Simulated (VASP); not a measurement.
A run of VASP 6.6.1:

Contents of INCAR:

```
PREC = Accurate
ENCUT = 600
EDIFF = 1E-7
ISMEAR = 0
SIGMA = 0.2
LREAL = F
LASPH = T
NELM = 100
ALGO = Normal
ISIF = 3
LWAVE = F
LCHARG = F
GGA = PE
IBRION = 2
NSW = 36
EDIFFG = -0.08
```

Contents of KPOINTS:

```
Automatic mesh
0
Gamma
  6 6 1
```

The input POSCAR:

```
Hf7N
1.0
    3.2000000000      0.0000000000      0.0000000000
   -1.6000000000      2.7712812900      0.0000000000
    0.0000000000      0.0000000000     17.8000000000
Hf N
7 1
Direct
    0.3333333300      0.6666666700      0.0714000000
    0.6666666700      0.3333333300      0.9286000000
    0.6666666700      0.3333333300      0.2143000000
    0.3333333300      0.6666666700      0.3571000000
    0.3333333300      0.6666666700      0.7857000000
    0.6666666700      0.3333333300      0.6429000000
    0.0000000000      0.0000000000      0.5000000000
    0.0000000000      0.0000000000      0.0000000000
```

Potentials or basis: VASP PAW PBE potentials, release 64 (Hf_pv, N).

Run with:

```sh
$ cat potpaw_PBE.64/Hf_pv/POTCAR potpaw_PBE.64/N/POTCAR > POTCAR
$ mpirun -np 1 vasp_std > vasp.out
```

Hardware: 1 thread of Intel Xeon 8259CL, with other jobs on the host.

How long does it take, and how much memory?

It took 7 min on 1 thread of Intel Xeon 8259CL (shared host), peak memory 0.34 GiB. Counts: scf iterations 88, k points 7, ion steps 4.
